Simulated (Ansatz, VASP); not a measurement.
**ZrSi7: VASP beside Ansatz**

File INCAR:

```
PREC = Accurate ; ENCUT = 600
EDIFF = 1E-7 ; ISMEAR = 0
SIGMA = 0.2 ; LREAL = False
LASPH = True ; NELM = 80
ALGO = Normal ; ISIF = 3
LWAVE = False ; LCHARG = False
GGA = PE ; IBRION = 2
NSW = 36 ; EDIFFG = -0.08
```

Contents of KPOINTS:

```
Automatic mesh
0
Gamma
  4 4 4
```

Contents of POSCAR:

```
ZrSi7
1.0
    0.0000000000      3.8900000000      3.8900000000
    3.8900000000      0.0000000000      3.8900000000
    3.8900000000      3.8900000000      0.0000000000
Zr Si
1 7
Direct
    0.0000000000      0.0000000000      0.0000000000
    0.0000000000      0.5000000000      0.5000000000
    0.5000000000      0.0000000000      0.5000000000
    0.5000000000      0.5000000000      0.5000000000
    0.0000000000      0.0000000000      0.5000000000
    0.5000000000      0.0000000000      0.0000000000
    0.0000000000      0.5000000000      0.0000000000
    0.5000000000      0.5000000000      0.0000000000
```

Input for Ansatz:

```yaml
crystal:
  lattice:
    - [0.0, 3.89, 3.89]
    - [3.89, 0.0, 3.89]
    - [3.89, 3.89, 0.0]
  atoms:
    - { symbol: Zr, position: [0.0, 0.0, 0.0] }
    - { symbol: Si, position: [0.0, 0.5, 0.5] }
    - { symbol: Si, position: [0.5, 0.0, 0.5] }
    - { symbol: Si, position: [0.5, 0.5, 0.5] }
    - { symbol: Si, position: [0.0, 0.0, 0.5] }
    - { symbol: Si, position: [0.5, 0.0, 0.0] }
    - { symbol: Si, position: [0.0, 0.5, 0.0] }
    - { symbol: Si, position: [0.5, 0.5, 0.0] }
basis:
  ecutwfc: 420
kpoints:
  mp_grid: { grid: [4, 4, 4] }
hamiltonian:
  xc: pbe
scf:
  occupations: { method: gaussian, width: 0.2 }
  lower_state_search: "off"
output:
  forces: true
  stress: true
  eigenvalues: true
relax:
  adjacent_minimum: "off"
  f_tol: 0.08
  max_steps: 16
  cell: { stress_tol: 0.8 }
```

Alike in both runs: task relaxation of cell and atoms; functional PBE; k mesh 4 × 4 × 4; occupations gaussian, width 0.2 eV; no spin polarisation.

|  | VASP | Ansatz |
| --- | --- | --- |
| version | VASP 6.6.1 | Ansatz 0.2.0 |
| potentials or method | VASP PAW PBE potentials, release 64 (Zr_sv, Si), cutoff 600 eV | scalar-relativistic, plane waves, PAW |
| valence electrons in the cell | 40 | 40 |

|  | VASP | Ansatz | Ansatz less VASP |
| --- | --- | --- | --- |
| gap on the k mesh at the Fermi level, each at its own relaxed structure (eV) | none | none | - |
| relaxed volume (Å³/atom) | 15.34 | 15.38 | +0.040 |
| relaxed cell length with the largest relative difference (Å) | 5.578 | 5.583 | +0.0048 |

A gap of «none» marks a metal or a gap that the smearing closes.
